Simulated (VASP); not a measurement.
# SrO (Pm-3m) in VASP: further runs

The runs below take SrO through single point, relaxation of cell and atoms, with r2SCAN, PBE, PBEsol.

Program: VASP 6.6.1. These are calculated values, not measurements. Logs are shortened: lines on timing, memory, paths and dates and some standing lists are left out, and cuts for length are marked.

## (1) The cell of the first run

Symmetry: Pm-3m, No. 221, cubic system. Conventional cell: a = 3.103 Å, b = 3.103 Å, c = 3.103 Å, α = 90.00°, β = 90.00°, γ = 90.00°. Within 3.5 Å of Sr (site symmetry m-3m) lie 8 O at 2.69 Å and 6 Sr at 3.10 Å. O (site symmetry m-3m) has 8 Sr at 2.69 Å and 6 O at 3.10 Å within 3.5 Å.

## (2) Single point, r2SCAN

The input, POSCAR:

```
SrO
1.0
    3.1028650670      0.0000000000      0.0000000000
    0.0000000000      3.1028650670      0.0000000000
    0.0000000000      0.0000000000      3.1028650670
Sr O
1 1
Direct
    0.0000000000      0.0000000000      0.0000000000
    0.5000000000      0.5000000000      0.5000000000
```

The input, INCAR.step1:

```
ALGO = Normal ; EDIFF = 1E-4
ENCUT = 520 ; GGA = PE
ISMEAR = 0 ; LASPH = T
LCHARG = F ; LREAL = F
LWAVE = T ; NBANDS = 15
NELM = 60 ; PREC = Accurate
SIGMA = 0.01
```

The input, INCAR.step2:

```
ALGO = Normal ; EDIFF = 1E-6
ENCUT = 520 ; ISIF = 2
ISMEAR = 0 ; ISTART = 1
LASPH = T ; LCHARG = F
LMIXTAU = T ; LREAL = F
LWAVE = F ; METAGGA = R2SCAN
NBANDS = 15 ; NELM = 60
PREC = Accurate ; SIGMA = 0.01
```

The input, KPOINTS:

```
k-points
0
Gamma
  8 8 8
```

Potentials or basis: VASP PAW PBE potentials, release 64 (Sr_sv, O).

Command:

```sh
$ cat potpaw_PBE.64/Sr_sv/POTCAR potpaw_PBE.64/O/POTCAR > POTCAR
$ cp INCAR.step1 INCAR
$ mpirun -np 1 vasp_std > vasp.out
$ cp INCAR.step2 INCAR
$ mpirun -np 1 vasp_std > vasp.out
```

OUTCAR:

```text
EDIFF = 1E-6
   ENCUT = 520
   ISIF = 2
   ISMEAR = 0
   ISTART = 1
   LASPH = T
   LREAL = F
   METAGGA = R2SCAN
   NELM = 60
   PREC = Accurate

 ion  position               nearest neighbor table
   1  0.000  0.000  0.000-   2 2.69   2 2.69   2 2.69   2 2.69   2 2.69   2 2.69   2 2.69   2 2.69

   2  0.500  0.500  0.500-   1 2.69   1 2.69   1 2.69   1 2.69   1 2.69   1 2.69   1 2.69   1 2.69

  LATTYP: Found a simple cubic cell.
 ALAT       =     3.1028650670

  Lattice vectors:

 A1 = (   3.1028650670,   0.0000000000,   0.0000000000)
 A2 = (   0.0000000000,   3.1028650670,   0.0000000000)
 A3 = (   0.0000000000,   0.0000000000,   3.1028650670)

Analysis of symmetry for initial positions (statically):
=====================================================================
 Subroutine PRICEL returns:
 Original cell was already a primitive cell.

 Routine SETGRP: Setting up the symmetry group for a
 simple cubic supercell.

 Subroutine GETGRP returns: Found 48 space group operations
 (whereof 48 operations were pure point group operations)
 out of a pool of 48 trial point group operations.

The static configuration has the point symmetry O_h .

Analysis of symmetry for dynamics (positions and initial velocities):
=====================================================================
 Subroutine PRICEL returns:
 Original cell was already a primitive cell.

 Routine SETGRP: Setting up the symmetry group for a
 simple cubic supercell.

 Subroutine GETGRP returns: Found 48 space group operations
 (whereof 48 operations were pure point group operations)
 out of a pool of 48 trial point group operations.

The dynamic configuration has the point symmetry O_h .

 Subroutine INISYM returns: Found 48 space group operations
 (whereof 48 operations are pure point group operations),
 and found     1 'primitive' translations

----------------------------------------------------------------------------------------

                                     Primitive cell

  volume of cell :      29.8737

  direct lattice vectors                    reciprocal lattice vectors
     3.102865067  0.000000000  0.000000000     0.322282787  0.000000000  0.000000000
     0.000000000  3.102865067  0.000000000     0.000000000  0.322282787  0.000000000
     0.000000000  0.000000000  3.102865067     0.000000000  0.000000000  0.322282787

  length of vectors
     3.102865067  3.102865067  3.102865067     0.322282787  0.322282787  0.322282787

  position of ions in fractional coordinates (direct lattice)
     0.000000000  0.000000000  0.000000000
     0.500000000  0.500000000  0.500000000

  ion indices of the primitive-cell ions
   primitive index   ion index
                 1           1
                 2           2

----------------------------------------------------------------------------------------

 KPOINTS: k-points

Automatic generation of k-mesh.
 Grid dimensions read from file:
 generate k-points for:    8    8    8

 Generating k-lattice:

  Cartesian coordinates                     Fractional coordinates (reciprocal lattice)
     0.040285348  0.000000000  0.000000000     0.125000000  0.000000000  0.000000000
     0.000000000  0.040285348  0.000000000     0.000000000  0.125000000  0.000000000
     0.000000000  0.000000000  0.040285348     0.000000000  0.000000000  0.125000000

  Length of vectors
     0.040285348  0.040285348  0.040285348

  Shift w.r.t. Gamma in fractional coordinates (k-lattice)
     0.000000000  0.000000000  0.000000000

 Subroutine IBZKPT returns following result:
 ===========================================

 Found     35 irreducible k-points:

 Following reciprocal coordinates:
            Coordinates               Weight
  0.000000  0.000000  0.000000      1.000000
  0.125000  0.000000  0.000000      6.000000
  0.250000  0.000000  0.000000      6.000000
  0.375000  0.000000  0.000000      6.000000
  0.500000  0.000000  0.000000      3.000000
  0.125000  0.125000  0.000000     12.000000
[... 16 lines left out ...]
  0.375000  0.375000  0.125000     24.000000
  0.500000  0.375000  0.125000     24.000000
 [... further k-points ...]
   k-points           NKPTS =     35   k-points in BZ     NKDIM =     35   number of bands    NBANDS=     15
   number of dos      NEDOS =    301   number of ions     NIONS =      2
   total plane-waves  NPLWV =  13824
   dimension x,y,z NGX =    24 NGY =   24 NGZ =   24
   dimension x,y,z NGXF=    48 NGYF=   48 NGZF=   48
   ions per type =               1   1
   NGX,Y,Z   is equivalent  to a cutoff of  12.86, 12.86, 12.86 a.u.
   NGXF,Y,Z  is equivalent  to a cutoff of  25.72, 25.72, 25.72 a.u.
 SYSTEM =  unknown system
   PREC   = accura    normal or accurate (medium, high low for compatibility)
   ISTART =      1    job   : 0-new  1-cont  2-samecut
   ICHARG =      0    charge: 1-file 2-atom 10-const
   ISPIN  =      1    spin polarized calculation?
   LNONCOLLINEAR =      F non collinear calculations
   LSORBIT =      F    spin-orbit coupling
   LASPH  =      T    aspherical Exc in radial PAW
   ENCUT  =  520.0 eV  38.22 Ry    6.18 a.u.   5.77  5.77  5.77*2*pi/ulx,y,z
   NELM   =     60;   NELMIN=  2; NELMDL=  0     # of ELM steps
   EDIFF  = 0.1E-05   stopping-criterion for ELM
   LREAL  =      F    real-space projection
   EDIFFG = 0.1E-04   stopping-criterion for IOM
   NSW    =      0    number of steps for IOM
   IBRION =     -1    ionic relax: 0-MD 1-quasi-New 2-CG
   NFREE  =      0    steps in history (QN), initial steepest desc. (CG)
   ISIF   =      2    stress and relaxation
   ISYM   =      2    0-nonsym 1-usesym 2-fastsym
   POTIM  = 0.5000    time-step for ionic-motion
   TEBEG  =    0.0;   TEEND  =   0.0 temperature during run
   PSTRESS=    0.0 pullay stress
   NELECT =      16.0000    total number of electrons
   NUPDOWN=      -1.0000    fix difference up-down
   EMIN   =  10.00;   EMAX   =-10.00  energy-range for DOS
   EFERMI =   0.00;   METHOD = LEGACY
   ISMEAR =     0;   SIGMA  =   0.01  broadening in eV -4-tet -1-fermi 0-gaus
   EFERMI_NEDOS =   21; number of points for ismear=-14 and -15
   IALGO  =     38    algorithm
   IMIX   =      4    mixing-type and parameters
     AMIX     =   0.40;   BMIX     =  1.00
     AMIX_MAG =   1.60;   BMIX_MAG =  1.00
  volume/ion in A,a.u.               =      14.94       100.80
  Fermi-wavevector in a.u.,A,eV,Ry     =   1.329491  2.512373 24.048913  1.767545
  Thomas-Fermi vector in A             =   2.458649
   LORBIT       =      0    0 simple, 1 ext, 2 COOP (PROOUT), +10 PAW based schemes
   METAGGA = R2SCAN    functional components
   LHFCALC =     F    Hartree Fock is set to
   AEXX    =    0.0000 exact exchange contribution
   IVDW    =     0    specifies the selected vdW correction
   LEPSILON=     F    determine dielectric tensor
   LRPA    =     F    only Hartree local field effects (RPA)
 non-spin polarized calculation
 Gauss-broadening in eV      SIGMA  =   0.01
  energy-cutoff  :      520.00
  volume of cell :       29.87
 maximum number of plane-waves:       840
 NGX is ok and might be reduce to    24
   NGX = 11   NGY = 11   NGZ = 11

 number of electron      16.0000006 magnetization

 Free energy of the ion-electron system (eV)
  ---------------------------------------------------
  ext. energy  EPLUGINS =         0.00000000
  ---------------------------------------------------
  free energy    TOTEN  =       -26.28701030 eV

  energy without entropy =      -26.28701030  energy(sigma->0) =      -26.28701030

 E-fermi :   2.9991     XC(G=0): -11.4060

 val. band max:        2.8581099459   @ k =   0.5000   0.5000   0.0000
 cond. band min:       6.1011996787   @ k =   0.0000   0.0000   0.0000
 fundamental gap:      3.2430897328
 Fermi energy:         2.9990771996

 k-point     1 :       0.0000    0.0000    0.0000
  band No.  band energies     occupation
      1     -32.1841      2.00000
      2     -13.7840      2.00000
      3     -12.7562      2.00000
      4     -12.7562      2.00000
      5     -12.7562      2.00000
      6       2.8004      2.00000
      7       2.8004      2.00000
      8       2.8004      2.00000
      9       6.1012      0.00000
     10       6.1012      0.00000
     11       8.4879      0.00000
     12      14.0178      0.00000
     13      14.0178      0.00000
     14      14.0178      0.00000
     15      23.4048      0.00000

 k-point     2 :       0.1250    0.0000    0.0000
  band No.  band energies     occupation
      1     -32.1518      2.00000
      2     -14.1805      2.00000
      3     -12.7269      2.00000
      4     -12.7269      2.00000
      5     -12.5208      2.00000
      6       2.2092      2.00000
      7       2.7171      2.00000
      8       2.7171      2.00000
      9       6.2403      0.00000
     10       6.8570      0.00000
     11       9.1456      0.00000
     12      13.7724      0.00000
     13      13.7724      0.00000
     14      14.0955      0.00000
     15      21.3488      0.00000

 k-point     3 :       0.2500    0.0000    0.0000
  band No.  band energies     occupation
      1     -32.0727      2.00000
      2     -14.8824      2.00000
      3     -12.6552      2.00000
      4     -12.6552      2.00000
      5     -12.1768      2.00000
      6       1.1262      2.00000
      7       2.5090      2.00000
      8       2.5090      2.00000
      9       6.6093      0.00000
     10       8.6313      0.00000
     11      10.6972      0.00000
     12      13.3078      0.00000
     13      13.3078      0.00000
     14      14.2917      0.00000
     15      18.8216      0.00000
[... 343 lines left out ...]
 k-point    23 :       0.3750    0.3750    0.1250
  band No.  band energies     occupation
      1     -31.7873      2.00000
      2     -14.5879      2.00000
      3     -13.9463      2.00000
      4     -12.7778      2.00000
      5     -12.6189      2.00000
      6       1.1011      2.00000
      7       1.4807      2.00000
      8       2.3262      2.00000
      9       8.6268      0.00000
     10       9.2394      0.00000
     11      11.3982      0.00000
     12      11.8004      0.00000
     13      13.4918      0.00000
     14      16.0338      0.00000
     15      20.5759      0.00000

 k-point    24 :       0.5000    0.3750    0.1250
  band No.  band energies     occupation
      1     -31.7563      2.00000
      2     -14.5391      2.00000
      3     -13.9193      2.00000
      4     -12.9930      2.00000
      5     -12.6557      2.00000
      6       1.2022      2.00000
      7       1.3382      2.00000
      8       2.3527      2.00000
      9       8.5584      0.00000
     10       8.9750      0.00000
     11      11.3992      0.00000
     12      11.4059      0.00000
     13      14.3979      0.00000
     14      17.9328      0.00000
     15      18.9331      0.00000

 [... further k-points ...]
[... 5 lines left out ...]
  --------------------------------------------------------------------------------------
  -------------------------------------------------------------------------------------
  Total        0.1407176      0.1407176      0.1407176      0.0000000     -0.0000000     -0.0000000
  in kB        7.5469279      7.5469279      7.5469279      0.0000000     -0.0000000     -0.0000000
  external PRESSURE =       7.5469279 kB  Pullay stress =       0.0000000 kB

 VOLUME and BASIS-vectors are now :
 -----------------------------------------------------------------------------
  energy-cutoff  :      520.00
  volume of cell :       29.87
      direct lattice vectors                 reciprocal lattice vectors
     3.102865067  0.000000000  0.000000000     0.322282787  0.000000000  0.000000000
     0.000000000  3.102865067  0.000000000     0.000000000  0.322282787  0.000000000
     0.000000000  0.000000000  3.102865067     0.000000000  0.000000000  0.322282787

 POSITION                                       TOTAL-FORCE (eV/Angst)
 -----------------------------------------------------------------------------------
      0.00000      0.00000      0.00000         0.000000      0.000000      0.000000
      1.55143      1.55143      1.55143         0.000000      0.000000      0.000000
 -----------------------------------------------------------------------------------
    total drift:                                0.000000      0.000000     -0.000000

  FREE ENERGIE OF THE ION-ELECTRON SYSTEM (eV)
  ---------------------------------------------------
  free  energy   TOTEN  =       -26.2870103013 eV

  energy  without entropy=      -26.2870103013  energy(sigma->0) =      -26.28701030
```

Run time: 83 s. Hardware: 1 thread of Intel Xeon 8259CL, shared host; peak memory 0.15 GiB.

Results:

- Free energy: -26.2870 eV
- Pressure: 0.8 GPa
- Band gap on the k mesh: 3.24 eV, indirect (least direct gap 3.30 eV)

Levels at points of the mesh, in eV from the valence-band top:
```csv
k point,band 5,band 6,band 7,band 8,band 9,band 10,band 11,band 12
"(0.00, 0.00, 0.00)",-15.61,-0.06,-0.06,-0.06,3.24,3.24,5.63,11.16
"(0.50, 0.00, 0.00)",-14.68,-2.92,-0.66,-0.66,4.39,8.08,10.01,10.01
"(0.50, 0.50, 0.00)",-15.25,-1.24,-1.24,0.00,4.79,5.18,8.18,8.18
"(0.50, 0.50, 0.50)",-15.96,-2.97,-2.97,-2.97,9.01,9.01,9.01,13.85
```

Caveat: the PAW data sets were made with another functional, which shifts forces and pressure a little. A k mesh can miss the band edges.

(Continued in part 2 of 2.)
